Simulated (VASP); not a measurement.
Cd2P3:

```
CELL_PARAMETERS angstrom
3.17822 1.83494 5.78483
-3.17822 1.83494 5.78483
0.00000 -3.66989 5.78483
ATOMIC_POSITIONS crystal
Cd 0.85218 0.85218 0.85218
Cd 0.64782 0.64782 0.64782
Cd 0.14782 0.14782 0.14782
Cd 0.35218 0.35218 0.35218
P 0.05625 0.44375 0.75000
P 0.75000 0.05625 0.44375
P 0.44375 0.75000 0.05625
P 0.94375 0.55625 0.25000
P 0.25000 0.94375 0.55625
P 0.55625 0.25000 0.94375
```

| Quantity | Value |
| --- | --- |
| Program | VASP 6.6.1 |
| Task | relaxation of cell and atoms |
| Functional | PBE |
| Potentials or basis | VASP PAW PBE potentials, release 64 (Cd, P) |
| Cutoff | 600 eV |
| k mesh | 3 × 3 × 3 |
| Occupations | gaussian, width 0.1 eV |
| Spin | no spin polarisation |

At the start: pressure 9.3 GPa; volume 20.24 Å³/atom.

Question: Where does the relaxation end?

Answer: Over 13 steps the energy falls by 138.7 meV/atom and the volume is 21.67 Å³/atom (+7.0 %); space group R-3c (No. 167, to 0.1 Å) before and after.

The path:
| step | energy change (eV) | largest force (eV/Å) | pressure (GPa) | volume (Å³) |
| --- | --- | --- | --- | --- |
| 1 | 0.0000 | 0.5496 | 9.26 | 202.42 |
| 2 | -0.6677 | 0.2802 | -2.81 | 238.59 |
| 3 | -0.7450 | 0.3262 | -0.50 | 228.46 |
| 4 | -0.8257 | 0.2520 | -0.36 | 227.55 |
| 5 | -0.9619 | 0.7521 | 0.41 | 224.51 |
| 6 | -1.0183 | 0.7244 | 0.16 | 224.74 |
| 7 | -1.1427 | 0.6498 | -0.55 | 225.22 |
| 8 | -1.1639 | 0.5136 | -1.66 | 225.30 |
| 9 | -1.1860 | 0.5806 | -1.24 | 225.42 |
| 10 | -1.3129 | 0.3605 | -0.65 | 220.88 |
| 11 | -1.3785 | 0.0306 | 0.93 | 212.85 |
| 12 | -1.3819 | 0.0793 | 0.58 | 214.30 |
| 13 | -1.3873 | 0.0295 | -0.20 | 216.67 |

Final structure:
```yaml
crystal:
  lattice:
    - [3.52153, 2.03315, 5.04376]
    - [-3.52153, 2.03315, 5.04376]
    - [0.00000, -4.06631, 5.04376]
  atoms:
    - { symbol: Cd, position: [0.86985, 0.86985, 0.86985] }
    - { symbol: Cd, position: [0.63015, 0.63015, 0.63015] }
    - { symbol: Cd, position: [0.13015, 0.13015, 0.13015] }
    - { symbol: Cd, position: [0.36985, 0.36985, 0.36985] }
    - { symbol: P, position: [0.04151, 0.45849, 0.75000] }
    - { symbol: P, position: [0.75000, 0.04151, 0.45849] }
    - { symbol: P, position: [0.45849, 0.75000, 0.04151] }
    - { symbol: P, position: [0.95849, 0.54151, 0.25000] }
    - { symbol: P, position: [0.25000, 0.95849, 0.54151] }
    - { symbol: P, position: [0.54151, 0.25000, 0.95849] }
```

Caveat: the k points lie up to 0.37 Å⁻¹ apart in the final cell.
